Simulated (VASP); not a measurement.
Crystal: MgO.

```
Mg O
1.0
     0.00000    2.13515    2.13515
     2.13515    0.00000    2.13515
     2.13515    2.13515    0.00000
Mg O
1 1
Direct
  0.00000 0.00000 0.00000
  0.49122 0.49122 0.50878
```

This cell differs from its parent crystal: all O atoms moved +0.037 Å, as atom 2 towards its neighbour atom 1 (Mg) at 2.135 Å.

Base run:

```yaml
Program: VASP 6.6.1
Functional: r2SCAN
Potentials_or_basis: VASP PAW PBE potentials, release 64 (Mg_sv, O)
Cutoff: 660 eV
k_mesh: 10 × 10 × 10
Occupations: gaussian, width 0.05 eV
Spin: no spin polarisation
```

Its results: band gap on the k mesh 5.25 eV, direct; pressure -7.1 GPa; largest force 0.176 eV/Å.

**Question.** The run is repeated on the same cell with these changes: potentials or basis from VASP PAW PBE potentials, release 64 (Mg_sv, O) to VASP PAW PBE potentials, release 64 (Mg, O); cutoff from 660 eV to 520 eV; further incar settings from ALGO = Normal; EDIFF = 1e-06; NBANDS = 15 to ALGO = Normal; EDIFF = 1e-07; NBANDS = 11; valence electrons from 16 to 8. What comes out?

**Answer.** Band gap on the k mesh 5.20 eV, direct; pressure -8.1 GPa; largest force 0.171 eV/Å.

Caveats: the PAW data sets were made with another functional, which shifts forces and pressure a little.

